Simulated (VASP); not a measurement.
# Si2SnB3 in VASP: single point with PBE

Aim: the single point of Si2SnB3 with PBE.

Everything below comes from runs of VASP 6.6.1. Logs are shortened: lines on timing, memory, paths and dates and some standing lists are left out, and cuts for length are marked.

### Step 1. The cell of the first run

The typed cell holds 6 atoms: a = 5.266 Å, b = 2.957 Å, c = 5.266 Å, α = 90.00°, β = 100.90°, γ = 90.00°.

### Step 2. Single point, PBE

Input file INCAR:

```
PREC     = Accurate       # precision mode
ENCUT    = 520            # plane-wave cutoff, eV
EDIFF    = 1E-6           # SCF threshold, eV
ISMEAR   = 0              # smearing method
SIGMA    = 0.1            # smearing width, eV
LREAL    = F              # projectors in reciprocal space
LASPH    = T              # aspherical terms in the spheres
NELM     = 100            # most SCF steps
ALGO     = Normal         # electronic algorithm
ISIF     = 2              # what is computed and relaxed
LWAVE    = F              # write WAVECAR
LCHARG   = T              # write CHGCAR
GGA      = PE             # functional
LELF     = T              # ELF
LVHAR    = T            
NBANDS   = 24             # bands
```

Input file KPOINTS:

```
Automatic mesh
0
Gamma
  8 12 8
```

Input file POSCAR:

```
Si2SnB3
1.0
    5.2660925064      0.0000000000     -0.0040772117
    0.0000000000      2.9573155817      0.0000000000
   -0.9915241791      0.0000000000      5.1719045484
Si Sn B
2 1 3
Direct
    0.5000000000      0.0860503648      0.0000000000
    0.0000000000      0.4140389671      0.5000000000
    0.0000000000      0.7500796107      0.0000000000
    0.6077846151      0.2500289057      0.3922029355
    0.3922153849      0.2500289057      0.6077970645
    0.5000000000      0.7500297406      0.5000000000
```

Potentials or basis: VASP PAW PBE potentials, release 64 (Si, Sn_d, B).

Started as:

```console
> cat potpaw_PBE.64/Si/POTCAR potpaw_PBE.64/Sn_d/POTCAR potpaw_PBE.64/B/POTCAR > POTCAR
> mpirun -np 1 vasp_std > vasp.out
```

OUTCAR:

```text
PREC = Accurate
   ENCUT = 520
   EDIFF = 1E-6
   ISMEAR = 0
   LREAL = F
   LASPH = T
   NELM = 100
   ISIF = 2
   GGA = PE

 ion  position               nearest neighbor table
   1  0.500  0.086  0.000-   4 2.09   5 2.09   3 2.81   3 2.81   3 3.28   3 3.28
   2  0.000  0.414  0.500-   4 2.09   5 2.09   3 2.81   3 2.81   3 3.28   3 3.28
   3  0.000  0.750  0.000-   1 2.81   1 2.81   2 2.81   2 2.81   2 3.28   2 3.28   1 3.28   1 3.28

   4  0.608  0.250  0.392-   6 1.72   6 1.72   5 1.75   1 2.09   2 2.09
   5  0.392  0.250  0.608-   6 1.72   6 1.72   4 1.75   1 2.09   2 2.09
   6  0.500  0.750  0.500-   4 1.72   5 1.72   4 1.72   5 1.72

  LATTYP: Found a base centered orthorhombic cell.
 ALAT       =     6.7065918145
 B/A-ratio  =     1.2108790448
 C/A-ratio  =     0.4409565489

  Lattice vectors:

 A1 = (  -0.9915241791,   0.0000000000,   5.1719045484)
 A2 = (   5.2660925064,   0.0000000000,  -0.0040772117)
 A3 = (   0.0000000000,   2.9573155817,   0.0000000000)

Analysis of symmetry for initial positions (statically):
=====================================================================
 Subroutine PRICEL returns:
 Original cell was already a primitive cell.

 Routine SETGRP: Setting up the symmetry group for a
 base centered orthorhombic supercell.

 Subroutine GETGRP returns: Found  2 space group operations
 (whereof  2 operations were pure point group operations)
 out of a pool of  8 trial point group operations.

The static configuration has the point symmetry C_2 .

Analysis of symmetry for dynamics (positions and initial velocities):
=====================================================================
 Subroutine PRICEL returns:
 Original cell was already a primitive cell.

 Routine SETGRP: Setting up the symmetry group for a
 base centered orthorhombic supercell.

 Subroutine GETGRP returns: Found  2 space group operations
 (whereof  2 operations were pure point group operations)
 out of a pool of  8 trial point group operations.

The dynamic configuration has the point symmetry C_2 .

 Subroutine INISYM returns: Found  2 space group operations
 (whereof  2 operations are pure point group operations),
 and found     1 'primitive' translations

----------------------------------------------------------------------------------------

                                     Primitive cell

  volume of cell :      80.5327

  direct lattice vectors                    reciprocal lattice vectors
     5.266092506  0.000000000 -0.004077212     0.189922310  0.000000000  0.036410680
     0.000000000  2.957315582  0.000000000     0.000000000  0.338144500  0.000000000
    -0.991524179  0.000000000  5.171904548     0.000149723  0.000000000  0.193381074

  length of vectors
     5.266094085  2.957315582  5.266091231     0.193381027  0.338144500  0.193381132

  position of ions in fractional coordinates (direct lattice)
     0.500000000  0.086050365  0.000000000
     0.000000000  0.414038967  0.500000000
     0.000000000  0.750079611  0.000000000
     0.607784615  0.250028906  0.392202936
     0.392215385  0.250028906  0.607797064
     0.500000000  0.750029741  0.500000000

  ion indices of the primitive-cell ions
   primitive index   ion index
                 1           1
                 2           2
                 3           3
                 4           4
                 5           5
                 6           6

----------------------------------------------------------------------------------------

 KPOINTS: Automatic mesh

Automatic generation of k-mesh.
 Grid dimensions read from file:
 generate k-points for:    8   12    8

 Generating k-lattice:

  Cartesian coordinates                     Fractional coordinates (reciprocal lattice)
     0.023740289  0.000000000  0.004551335     0.125000000  0.000000000  0.000000000
     0.000000000  0.028178708  0.000000000     0.000000000  0.083333333  0.000000000
     0.000018715  0.000000000  0.024172634     0.000000000  0.000000000  0.125000000

  Length of vectors
     0.024172628  0.028178708  0.024172641

  Shift w.r.t. Gamma in fractional coordinates (k-lattice)
     0.000000000  0.000000000  0.000000000

 Subroutine IBZKPT returns following result:
 ===========================================

 Found    238 irreducible k-points:

 Following reciprocal coordinates:
            Coordinates               Weight
  0.000000  0.000000  0.000000      1.000000
  0.125000  0.000000  0.000000      2.000000
  0.000000  0.000000  0.125000      2.000000
  0.250000  0.000000  0.000000      2.000000
  0.000000  0.000000  0.250000      2.000000
  0.375000  0.000000  0.000000      2.000000
[... 16 lines left out ...]
  0.000000 -0.166667  0.250000      4.000000
  0.375000  0.166667  0.000000      4.000000
 [... further k-points ...]
   k-points           NKPTS =    238   k-points in BZ     NKDIM =    238   number of bands    NBANDS=     24
   number of dos      NEDOS =    301   number of ions     NIONS =      6
   total plane-waves  NPLWV =  38400
   dimension x,y,z NGX =    40 NGY =   24 NGZ =   40
   dimension x,y,z NGXF=    80 NGYF=   48 NGZF=   80
   ions per type =               2   1   3
   NGX,Y,Z   is equivalent  to a cutoff of  12.63, 13.49, 12.63 a.u.
   NGXF,Y,Z  is equivalent  to a cutoff of  25.26, 26.98, 25.26 a.u.
 SYSTEM =  unknown system
   PREC   = accura    normal or accurate (medium, high low for compatibility)
   ISTART =      0    job   : 0-new  1-cont  2-samecut
   ICHARG =      2    charge: 1-file 2-atom 10-const
   ISPIN  =      1    spin polarized calculation?
   LNONCOLLINEAR =      F non collinear calculations
   LSORBIT =      F    spin-orbit coupling
   LASPH  =      T    aspherical Exc in radial PAW
   ENCUT  =  520.0 eV  38.22 Ry    6.18 a.u.   9.79  5.50  9.79*2*pi/ulx,y,z
   NELM   =    100;   NELMIN=  2; NELMDL= -5     # of ELM steps
   EDIFF  = 0.1E-05   stopping-criterion for ELM
   LREAL  =      F    real-space projection
   EDIFFG = 0.1E-04   stopping-criterion for IOM
   NSW    =      0    number of steps for IOM
   IBRION =     -1    ionic relax: 0-MD 1-quasi-New 2-CG
   NFREE  =      0    steps in history (QN), initial steepest desc. (CG)
   ISIF   =      2    stress and relaxation
   ISYM   =      2    0-nonsym 1-usesym 2-fastsym
   POTIM  = 0.5000    time-step for ionic-motion
   TEBEG  =    0.0;   TEEND  =   0.0 temperature during run
   PSTRESS=    0.0 pullay stress
   NELECT =      31.0000    total number of electrons
   NUPDOWN=      -1.0000    fix difference up-down
   EMIN   =  10.00;   EMAX   =-10.00  energy-range for DOS
   EFERMI =   0.00;   METHOD = LEGACY
   ISMEAR =     0;   SIGMA  =   0.10  broadening in eV -4-tet -1-fermi 0-gaus
   EFERMI_NEDOS =   21; number of points for ismear=-14 and -15
   IALGO  =     38    algorithm
   IMIX   =      4    mixing-type and parameters
     AMIX     =   0.40;   BMIX     =  1.00
     AMIX_MAG =   1.60;   BMIX_MAG =  1.00
  volume/ion in A,a.u.               =      13.42        90.58
  Fermi-wavevector in a.u.,A,eV,Ry     =   1.190889  2.250454 19.296013  1.418217
  Thomas-Fermi vector in A             =   2.326963
   LORBIT       =      0    0 simple, 1 ext, 2 COOP (PROOUT), +10 PAW based schemes
   GGA     = PE    functional components
   LHFCALC =     F    Hartree Fock is set to
   AEXX    =    0.0000 exact exchange contribution
   IVDW    =     0    specifies the selected vdW correction
   LEPSILON=     F    determine dielectric tensor
   LRPA    =     F    only Hartree local field effects (RPA)
 non-spin polarized calculation
 Gauss-broadening in eV      SIGMA  =   0.10
  energy-cutoff  :      520.00
  volume of cell :       80.53
 maximum number of plane-waves:      2212
   NGX = 19   NGY = 11   NGZ = 19

 number of electron      30.9999990 magnetization

 Free energy of the ion-electron system (eV)
  ---------------------------------------------------
  ext. energy  EPLUGINS =         0.00000000
  ---------------------------------------------------
  free energy    TOTEN  =       -32.21867083 eV

  energy without entropy =      -32.21078696  energy(sigma->0) =      -32.21472889

 E-fermi :   7.8469     XC(G=0): -10.9061

 val. band max:        7.8279943344   @ k =   0.0000  -0.2500   0.3750
 cond. band min:       7.8513917281   @ k =   0.0000  -0.3333   0.2500
 fundamental gap:      0.0233973938
 Fermi energy:         7.8469264558

 k-point     1 :       0.0000    0.0000    0.0000
  band No.  band energies     occupation
      1     -13.8308      2.00000
      2     -13.5426      2.00000
      3     -13.5083      2.00000
      4     -13.4781      2.00000
      5     -13.4646      2.00000
      6      -6.0217      2.00000
[... 16 lines left out ...]
     23      15.4315      0.00000
     24      15.5532      0.00000

 k-point     2 :       0.1250    0.0000    0.0000
  band No.  band energies     occupation
      1     -13.8307      2.00000
      2     -13.5420      2.00000
      3     -13.5083      2.00000
      4     -13.4781      2.00000
      5     -13.4646      2.00000
      6      -5.9630      2.00000
[... 16 lines left out ...]
     23      14.8894      0.00000
     24      15.5242      0.00000

 k-point     3 :       0.0000    0.0000    0.1250
  band No.  band energies     occupation
      1     -13.8307      2.00000
      2     -13.5420      2.00000
      3     -13.5083      2.00000
      4     -13.4781      2.00000
      5     -13.4646      2.00000
      6      -5.9630      2.00000
[... 16 lines left out ...]
     23      14.8896      0.00000
     24      15.5241      0.00000
[... 514 lines left out ...]
 k-point    23 :       0.0000   -0.1667    0.2500
  band No.  band energies     occupation
      1     -13.7167      2.00000
      2     -13.5341      2.00000
      3     -13.5226      2.00000
      4     -13.5104      2.00000
      5     -13.5031      2.00000
      6      -5.4334      2.00000
[... 16 lines left out ...]
     23      14.1784      0.00000
     24      15.0788      0.00000

 k-point    24 :       0.3750    0.1667    0.0000
  band No.  band energies     occupation
      1     -13.7165      2.00000
      2     -13.5330      2.00000
      3     -13.5228      2.00000
      4     -13.5105      2.00000
      5     -13.5033      2.00000
      6      -5.2338      2.00000
[... 16 lines left out ...]
     23      14.4637      0.00000
     24      15.1737      0.00000

 [... further k-points ...]
[... 5 lines left out ...]
  --------------------------------------------------------------------------------------
  -------------------------------------------------------------------------------------
  Total       -0.0200688     -0.0092485     -0.0184108      0.0000000      0.0000000      0.0016838
  in kB       -0.3992643     -0.1839960     -0.3662789      0.0000000      0.0000000      0.0334978
  external PRESSURE =      -0.3165131 kB  Pullay stress =       0.0000000 kB

 VOLUME and BASIS-vectors are now :
 -----------------------------------------------------------------------------
  energy-cutoff  :      520.00
  volume of cell :       80.53
      direct lattice vectors                 reciprocal lattice vectors
     5.266092506  0.000000000 -0.004077212     0.189922310  0.000000000  0.036410680
     0.000000000  2.957315582  0.000000000     0.000000000  0.338144500  0.000000000
    -0.991524179  0.000000000  5.171904548     0.000149723  0.000000000  0.193381074

 POSITION                                       TOTAL-FORCE (eV/Angst)
 -----------------------------------------------------------------------------------
      2.63305      0.25448     -0.00204        -0.000000     -0.001766      0.000000
     -0.49576      1.22444      2.58595        -0.000000      0.001614      0.000000
      0.00000      2.21822      0.00000        -0.000000     -0.000252      0.000000
      2.81177      0.73941      2.02596         0.004083      0.000275     -0.002802
      1.46280      0.73941      3.14187        -0.004083      0.000275      0.002802
      2.13728      2.21807      2.58391         0.000000     -0.000147      0.000000
 -----------------------------------------------------------------------------------
    total drift:                               -0.000000      0.000008      0.000000

  FREE ENERGIE OF THE ION-ELECTRON SYSTEM (eV)
  ---------------------------------------------------
  free  energy   TOTEN  =       -32.2186708252 eV

  energy  without entropy=      -32.2107869558  energy(sigma->0) =      -32.21472889
```

It took 5.7 min on 1 thread of Oxide Virtual Turin-like, shared host; peak memory 0.48 GiB.

Results:

```
Free energy   : -32.2187 eV
Pressure      : 0.0 GPa
Largest force : 0.005 eV/Å
```

Forces in eV/Å, atoms in the order of the input:
```
Si   0.000 -0.002  0.000
Si   0.000  0.002  0.000
Sn   0.000  0.000  0.000
B    0.004  0.000 -0.003
B   -0.004  0.000  0.003
B    0.000  0.000  0.000
```

Caveat: spin-orbit coupling is left out, which moves the levels of the heavy elements.
